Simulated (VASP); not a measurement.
# Cu (P2_1/m) in VASP: a series of runs, part 2 of 2

VASP 6.6.1. The steps go on from the part before.

### 3 Single point, PBE (atoms displaced along a vibrational mode, the cell strained)

Input file INCAR:

```
ALGO = Fast
EDIFF = 1E-6
ENCUT = 520
GGA = PE
ISIF = 2
ISMEAR = 0
LASPH = T
LCHARG = F
LREAL = F
LWAVE = F
NBANDS = 18
NELM = 60
PREC = Accurate
SIGMA = 0.15
```

Input file KPOINTS:

```
k-points
0
Gamma
  18 18 18
```

Input file POSCAR:

```
Cu
1.0
    1.2634141204     -4.1115037498      0.0000000000
    1.2634141204      4.1115037498      0.0000000000
    0.0000000000      0.0000000000      2.5142119659
Cu
2
Direct
    0.0775216340      0.8094512930      0.2500000000
    0.9224783660      0.1905487070      0.7500000000
```

Potentials or basis: VASP PAW PBE potentials, release 64 (Cu).

Started as:

```sh
$ cat potpaw_PBE.64/Cu/POTCAR > POTCAR
$ mpirun -np 1 vasp_std > vasp.out
```

OUTCAR:

```text
EDIFF = 1E-6
   ENCUT = 520
   GGA = PE
   ISIF = 2
   ISMEAR = 0
   LASPH = T
   LREAL = F
   NELM = 60
   PREC = Accurate

 ion  position               nearest neighbor table
   1  0.078  0.809  0.250-   2 2.48   2 2.48   2 2.55   2 2.55   2 2.76   2 2.76
   2  0.922  0.191  0.750-   1 2.48   1 2.48   1 2.55   1 2.55   1 2.76   1 2.76

  LATTYP: Found a base centered orthorhombic cell.
 ALAT       =     2.5268282408
 B/A-ratio  =     3.2542803531
 C/A-ratio  =     0.9950070706

  Lattice vectors:

 A1 = (   1.2634141204,  -4.1115037498,   0.0000000000)
 A2 = (   1.2634141204,   4.1115037498,   0.0000000000)
 A3 = (   0.0000000000,   0.0000000000,   2.5142119659)

Analysis of symmetry for initial positions (statically):
=====================================================================
 Subroutine PRICEL returns:
 Original cell was already a primitive cell.

 Routine SETGRP: Setting up the symmetry group for a
 base centered orthorhombic supercell.

 Subroutine GETGRP returns: Found  4 space group operations
 (whereof  2 operations were pure point group operations)
[... 163 lines left out ...]
  free energy    TOTEN  =        -7.13328479 eV

  energy without entropy =       -7.12604927  energy(sigma->0) =       -7.12966703

 E-fermi :   6.4032     XC(G=0): -12.1135

 val. band max:        6.3992489402   @ k =   0.1111   0.1667  -0.4444
 cond. band min:       6.4041127205   @ k =   0.4444   0.2222   0.3333
 fundamental gap:      0.0048637803
 Fermi energy:         6.4031785462

 k-point     1 :       0.0000    0.0000    0.0000
  band No.  band energies     occupation
      1      -2.2237      2.00000
      2       1.8587      2.00000
      3       2.5625      2.00000
      4       2.9131      2.00000
      5       3.6345      2.00000
      6       3.7581      2.00000
[... 481 lines left out ...]
      5       3.6644      2.00000
      6       3.7419      2.00000
[... 10 lines left out ...]
     17      26.5568      0.00000
     18      30.2143      0.00000

 [... further k-points ...]

------------------------ aborting loop because EDIFF is reached ----------------------------------------

  FORCE on cell =-STRESS in cart. coord.  units (eV):
  Direction    XX          YY          ZZ          XY          YZ          ZX
  --------------------------------------------------------------------------------------
  -------------------------------------------------------------------------------------
  Total       -0.8462333     -0.5052172     -0.1788976      0.8457720      0.0000000      0.0000000
  in kB      -51.9065780    -30.9892033    -10.9732899     51.8782793      0.0000000      0.0000000
  external PRESSURE =     -31.2896904 kB  Pullay stress =       0.0000000 kB

 VOLUME and BASIS-vectors are now :
 -----------------------------------------------------------------------------
  energy-cutoff  :      520.00
  volume of cell :       26.12
      direct lattice vectors                 reciprocal lattice vectors
     1.263414120 -4.111503750  0.000000000     0.395753057 -0.121610007  0.000000000
     1.263414120  4.111503750  0.000000000     0.395753057  0.121610007  0.000000000
     0.000000000  0.000000000  2.514211966     0.000000000  0.000000000  0.397738939

 POSITION                                       TOTAL-FORCE (eV/Angst)
 -----------------------------------------------------------------------------------
      1.12061      3.00933      0.62855         0.219388      0.207559      0.000000
      1.40621     -3.00933      1.88566        -0.219388     -0.207559      0.000000
 -----------------------------------------------------------------------------------
    total drift:                                0.000000      0.000000      0.000000

  FREE ENERGIE OF THE ION-ELECTRON SYSTEM (eV)
  ---------------------------------------------------
  free  energy   TOTEN  =        -7.1332847898 eV

  energy  without entropy=       -7.1260492702  energy(sigma->0) =       -7.12966703
```

stdout:

```text
POSCAR found type information on POSCAR Cu
 POSCAR found :  1 types and       2 ions
 scaLAPACK will be used
 LDA part: xc-table for (Slater+PW92), standard interpolation
 POSCAR, INCAR and KPOINTS ok, starting setup
 FFT: planning ... GRIDC
 FFT: planning ... GRID_SOFT
 FFT: planning ... GRID
 WAVECAR not read
 entering main loop
WARNING in EDDRMM: call to ZHEGV failed, returncode =   6  3     17
WARNING in EDDRMM: call to ZHEGV failed, returncode =   6  3     17
WARNING in EDDRMM: call to ZHEGV failed, returncode =   8  4     15
WARNING in EDDRMM: call to ZHEGV failed, returncode =   8  4     17
WARNING in EDDRMM: call to ZHEGV failed, returncode =   8  4     16
WARNING in EDDRMM: call to ZHEGV failed, returncode =   6  3     14
WARNING in EDDRMM: call to ZHEGV failed, returncode =   6  3     16
WARNING in EDDRMM: call to ZHEGV failed, returncode =   6  3     15
WARNING in EDDRMM: call to ZHEGV failed, returncode =   8  4     16
WARNING in EDDRMM: call to ZHEGV failed, returncode =   8  4     18
WARNING in EDDRMM: call to ZHEGV failed, returncode =   6  3     17
WARNING in EDDRMM: call to ZHEGV failed, returncode =   6  3     16
WARNING in EDDRMM: call to ZHEGV failed, returncode =   6  3     16
WARNING in EDDRMM: call to ZHEGV failed, returncode =   6  3     16
WARNING in EDDRMM: call to ZHEGV failed, returncode =   6  3     16
```

Wall time 26 min (1 thread of Oxide Virtual Turin-like, shared host); peak memory 0.64 GiB.

What came out:

| Quantity | Value |
| --- | --- |
| Free energy | -7.1333 eV |
| Pressure | -3.1 GPa |
| Largest force | 0.302 eV/Å |
| Band gap on the k mesh | zero (bands 11 and 12 overlap by 5.80 eV) |

Forces on the atoms (eV/Å):
```
Cu   0.219  0.208  0.000
Cu  -0.219 -0.208  0.000
```

Stress tensor (GPa, compression positive):
```
-5.19  5.19  0.00
 5.19 -3.10  0.00
 0.00  0.00 -1.10
```

Caveat: the cell differs from its parent crystal (atoms displaced along a vibrational mode, the cell strained); the cell stands under tension.

### 4 Single point, PBE (atoms displaced along a vibrational mode, the cell strained)

Input file INCAR:

```
ALGO = Fast
EDIFF = 1E-6
ENCUT = 520
GGA = PE
ISIF = 2
ISMEAR = 0
LASPH = True
LCHARG = False
LREAL = False
LWAVE = False
NBANDS = 18
NELM = 60
PREC = Accurate
SIGMA = 0.15
```

KPOINTS is that of step 3.

Input file POSCAR:

```
Cu
1.0
    1.2138684686     -3.9502683086      0.0000000000
    1.2138684686      3.9502683086      0.0000000000
    0.0000000000      0.0000000000      2.5142119659
Cu
2
Direct
    0.0210080975      0.7529377565      0.2500000000
    0.9789919025      0.2470622435      0.7500000000
```

Potentials or basis: VASP PAW PBE potentials, release 64 (Cu).

Started as:

```sh
$ cat potpaw_PBE.64/Cu/POTCAR > POTCAR
$ mpirun -np 1 vasp_std > vasp.out
```

OUTCAR:

```text
EDIFF = 1E-6
   ENCUT = 520
   GGA = PE
   ISIF = 2
   ISMEAR = 0
   LASPH = True
   LREAL = False
   NELM = 60
   PREC = Accurate

 ion  position               nearest neighbor table
   1  0.021  0.753  0.250-   2 2.32   2 2.32   2 2.52   2 2.52
   2  0.979  0.247  0.750-   1 2.32   1 2.32   1 2.52   1 2.52

  LATTYP: Found a base centered orthorhombic cell.
 ALAT       =     2.4277369372
 B/A-ratio  =     3.2542803531
 C/A-ratio  =     1.0356196042

  Lattice vectors:

 A1 = (   1.2138684686,  -3.9502683086,   0.0000000000)
 A2 = (   1.2138684686,   3.9502683086,   0.0000000000)
 A3 = (   0.0000000000,   0.0000000000,   2.5142119659)

Analysis of symmetry for initial positions (statically):
=====================================================================
 Subroutine PRICEL returns:
 Original cell was already a primitive cell.

 Routine SETGRP: Setting up the symmetry group for a
 base centered orthorhombic supercell.

 Subroutine GETGRP returns: Found  4 space group operations
 (whereof  2 operations were pure point group operations)
 out of a pool of  8 trial point group operations.

The static configuration has the point symmetry S_2 .
 The point group associated with its full space group is C_2h.
[... 162 lines left out ...]

 E-fermi :   7.3278     XC(G=0): -12.5641

 val. band max:        7.3263581448   @ k =  -0.4444   0.3333   0.5000
 cond. band min:       7.3285338904   @ k =   0.0556  -0.1667   0.5000
 fundamental gap:      0.0021757456
 Fermi energy:         7.3278191037

 k-point     1 :       0.0000    0.0000    0.0000
  band No.  band energies     occupation
      1      -1.8574      2.00000
      2       2.3676      2.00000
      3       3.1167      2.00000
      4       3.3664      2.00000
      5       4.0818      2.00000
      6       4.6589      2.00000
[... 481 lines left out ...]
      5       4.2322      2.00000
      6       4.4944      2.00000
[... 10 lines left out ...]
     17      27.3599      0.00000
     18      31.4258      0.00000

 [... further k-points ...]

------------------------ aborting loop because EDIFF is reached ----------------------------------------

  FORCE on cell =-STRESS in cart. coord.  units (eV):
  Direction    XX          YY          ZZ          XY          YZ          ZX
  --------------------------------------------------------------------------------------
  -------------------------------------------------------------------------------------
  Total        0.9219932      1.8881297      1.1312339      1.7425191      0.0000000      0.0000000
  in kB       61.2644001    125.4620252     75.1679815    115.7865232      0.0000000      0.0000000
  external PRESSURE =      87.2981356 kB  Pullay stress =       0.0000000 kB

 VOLUME and BASIS-vectors are now :
 -----------------------------------------------------------------------------
  energy-cutoff  :      520.00
  volume of cell :       24.11
      direct lattice vectors                 reciprocal lattice vectors
     1.213868469 -3.950268309  0.000000000     0.411906243 -0.126573681  0.000000000
     1.213868469  3.950268309  0.000000000     0.411906243  0.126573681  0.000000000
     0.000000000  0.000000000  2.514211966     0.000000000  0.000000000  0.397738939

 POSITION                                       TOTAL-FORCE (eV/Angst)
 -----------------------------------------------------------------------------------
      0.93947      2.89132      0.62855         0.445714      1.185445      0.000000
      1.48827     -2.89132      1.88566        -0.445714     -1.185445      0.000000
 -----------------------------------------------------------------------------------
    total drift:                               -0.000000     -0.000000     -0.000000

  FREE ENERGIE OF THE ION-ELECTRON SYSTEM (eV)
  ---------------------------------------------------
  free  energy   TOTEN  =        -7.0135240648 eV

  energy  without entropy=       -7.0069313384  energy(sigma->0) =       -7.01022770
```

OSZICAR:

```text
N       E                     dE             d eps       ncg     rms          rms(c)
DAV:   1     0.122943906056E+03    0.12294E+03   -0.10552E+04 63338   0.218E+03
DAV:   2    -0.251765086508E+01   -0.12546E+03   -0.11898E+03 59166   0.286E+02
DAV:   3    -0.865718481361E+01   -0.61395E+01   -0.59087E+01 66370   0.861E+01
DAV:   4    -0.872304868130E+01   -0.65864E-01   -0.65818E-01 69620   0.955E+00
DAV:   5    -0.872397268546E+01   -0.92400E-03   -0.92397E-03 71888   0.986E-01    0.107E+01
RMM:   6    -0.767847430734E+01    0.10455E+01   -0.10138E+01 68712   0.563E+01    0.597E+00
RMM:   7    -0.703407326770E+01    0.64440E+00   -0.18266E+00 68025   0.251E+01    0.135E+00
RMM:   8    -0.701418256083E+01    0.19891E-01   -0.53873E-02 70360   0.223E+00    0.178E-01
RMM:   9    -0.701342622671E+01    0.75633E-03   -0.11030E-02 73100   0.182E+00    0.929E-02
RMM:  10    -0.701352234383E+01   -0.96117E-04   -0.28892E-03 75057   0.505E-01    0.548E-02
RMM:  11    -0.701351762347E+01    0.47204E-05   -0.33245E-04 78820   0.216E-01    0.198E-02
RMM:  12    -0.701352503653E+01   -0.74131E-05   -0.11217E-04 81823   0.121E-01    0.252E-03
RMM:  13    -0.701352392193E+01    0.11146E-05   -0.13088E-05 71977   0.368E-02    0.302E-03
RMM:  14    -0.701352406478E+01   -0.14285E-06   -0.14726E-06 45543   0.168E-02
   1 F= -.70135241E+01 E0= -.70102277E+01  d E =-.659273E-02
```

It took 21 min on 1 thread of Oxide Virtual Turin-like, shared host; peak memory 0.61 GiB.

Results:

```
Free energy            : -7.0135 eV
Pressure               : 8.7 GPa
Largest force          : 1.266 eV/Å
Band gap on the k mesh : zero (bands 11 and 12 overlap by 6.80 eV)
```

Forces in eV/Å, atoms in the order of the input:
```
Cu   0.446  1.185  0.000
Cu  -0.446 -1.185  0.000
```

Stress tensor (GPa, compression positive):
```
 6.13 11.58  0.00
11.58 12.55  0.00
 0.00  0.00  7.52
```

Levels at points of the mesh, in eV from the Fermi level:
```tsv
k point	band 8	band 9	band 10	band 11	band 12	band 13	band 14	band 15
(0.00, 0.00, 0.00)	-1.93	-1.82	-1.74	-1.30	0.08	4.96	14.06	18.25
(0.50, 0.00, 0.00)	-2.08	-1.85	-1.34	-1.24	1.82	2.08	7.53	11.81
(0.00, 0.50, 0.00)	-2.60	-2.19	-2.00	0.52	0.56	4.26	5.48	14.18
(0.50, 0.50, 0.00)	-2.17	-2.12	-2.02	-1.77	-1.74	13.94	15.61	17.03
(0.00, 0.00, 0.50)	-2.33	-2.02	-2.02	-0.14	-0.14	8.13	8.13	9.46
(0.50, 0.00, 0.50)	-2.45	-1.30	-1.30	5.03	5.03	5.88	5.88	10.68
(0.00, 0.50, 0.50)	-1.44	-1.22	-1.22	3.00	3.00	7.94	7.94	8.80
(0.50, 0.50, 0.50)	-2.02	-1.48	-1.48	-1.01	-1.01	3.54	3.54	18.07
```

Caveat: the cell differs from its parent crystal (atoms displaced along a vibrational mode, the cell strained); the stress differs along the axes, from 6 to 13 GPa; forces of over 1 eV/Å act on the atoms, so gaps and moduli don't describe the material at rest.

### 5 Single point, PBE (atoms displaced along a vibrational mode, the cell strained)

Input file INCAR:

```
SYSTEM = Cu
ALGO = Fast
EDIFF = 1E-7
ENCUT = 520
GGA = PE
ISIF = 2
ISMEAR = 0
LASPH = .TRUE.
LCHARG = .FALSE.
LREAL = .FALSE.
LWAVE = .FALSE.
NBANDS = 18
NELM = 60
PREC = Accurate
SIGMA = 0.15
```

Input file KPOINTS:

```
k-points
0
G
  18 18 18
  0 0 0
```

Input file POSCAR:

```
Cu
1.0
    1.2138684686     -3.9502683086      0.0000000000
    1.2138684686      3.9502683086      0.0000000000
    0.0000000000      0.0000000000      2.5142119659
Cu
2
Direct
    0.0775216340      0.8094512930      0.2500000000
    0.9224783660      0.1905487070      0.7500000000
```

Started as:

```sh
$ cat potpaw_PBE.64/Cu/POTCAR > POTCAR
$ mpirun -np 1 vasp_std > vasp.out
```

Run time: 20 min. Hardware: 1 thread of Oxide Virtual Turin-like, shared host; peak memory 0.62 GiB.

It converged, with:

* Free energy: -7.1164 eV
* Pressure: 7.2 GPa
* Largest force: 0.471 eV/Å
* Band gap on the k mesh: zero (bands 11 and 12 overlap by 5.97 eV)

Forces in eV/Å, atoms in the order of the input:
```
Cu   0.278  0.380  0.000
Cu  -0.278 -0.380  0.000
```

Stress tensor (GPa, compression positive):
```
7.59 7.49 0.00
7.49 8.63 0.00
0.00 0.00 5.52
```

Levels at points of the mesh, in eV from the Fermi level:
| k point | band 9 | band 10 | band 11 | band 12 | band 13 | band 14 |
| --- | --- | --- | --- | --- | --- | --- |
| (0.00, 0.00, 0.00) | -1.80 | -1.74 | -1.37 | 0.10 | 4.97 | 14.05 |
| (0.50, 0.00, 0.00) | -2.07 | -1.45 | -0.88 | 1.65 | 2.23 | 7.46 |
| (0.00, 0.50, 0.00) | -2.14 | -1.91 | 0.08 | 0.96 | 3.40 | 6.34 |
| (0.50, 0.50, 0.00) | -2.25 | -1.88 | -1.65 | -1.63 | 13.93 | 15.60 |
| (0.00, 0.00, 0.50) | -1.79 | -1.79 | -0.13 | -0.13 | 8.14 | 8.14 |
| (0.50, 0.00, 0.50) | -1.29 | -1.29 | 4.31 | 4.31 | 6.69 | 6.69 |
| (0.00, 0.50, 0.50) | -1.26 | -1.26 | 3.19 | 3.19 | 7.92 | 7.92 |
| (0.50, 0.50, 0.50) | -1.52 | -1.52 | -1.02 | -1.02 | 3.53 | 3.53 |

Caveat: the cell differs from its parent crystal (atoms displaced along a vibrational mode, the cell strained); the cell stands under pressure.

### 6 Overview

| cell | further INCAR settings | gap on the mesh (eV) | pressure (GPa) | largest force (eV/Å) |
| --- | --- | --- | --- | --- |
| a = 4.301, b = 4.301, c = 2.514 Å, angles 90.0, 90.0, 145.8°, 2 atoms, atomic positions A | ALGO = Fast; EDIFF = 1e-07; NBANDS = 18 | none | -1.7 | 0.91 |
| a = 4.301, b = 4.301, c = 2.514 Å, angles 90.0, 90.0, 145.8°, 2 atoms, atomic positions B | ALGO = Fast; EDIFF = 1e-06; NBANDS = 18 | none | -3.1 | 0.30 |
| a = 4.133, b = 4.133, c = 2.514 Å, angles 90.0, 90.0, 145.8°, 2 atoms, atomic positions A | ALGO = Fast; EDIFF = 1e-06; NBANDS = 18 | none | 8.7 | 1.27 |
| a = 4.133, b = 4.133, c = 2.514 Å, angles 90.0, 90.0, 145.8°, 2 atoms, atomic positions B | ALGO = Fast; EDIFF = 1e-07; NBANDS = 18 | none | 7.2 | 0.47 |

Alike in all rows: task single point; level PBE; potentials or basis VASP PAW PBE potentials, release 64 (Cu); no spin polarisation; k mesh 18 × 18 × 18; cutoff (eV) 520; smearing gaussian 0.15 eV.

Caveats: the stress differs along the axes, from -6 to 1 GPa (at least some runs); the cell stands under tension (at least some runs); the stress differs along the axes, from 6 to 13 GPa (at least some runs); forces of over 1 eV/Å act on the atoms, so gaps and moduli don't describe the material at rest (at least some runs); the cell stands under pressure (at least some runs).

Total energies depend on the potentials used, so only differences within one code and one set of settings carry meaning.
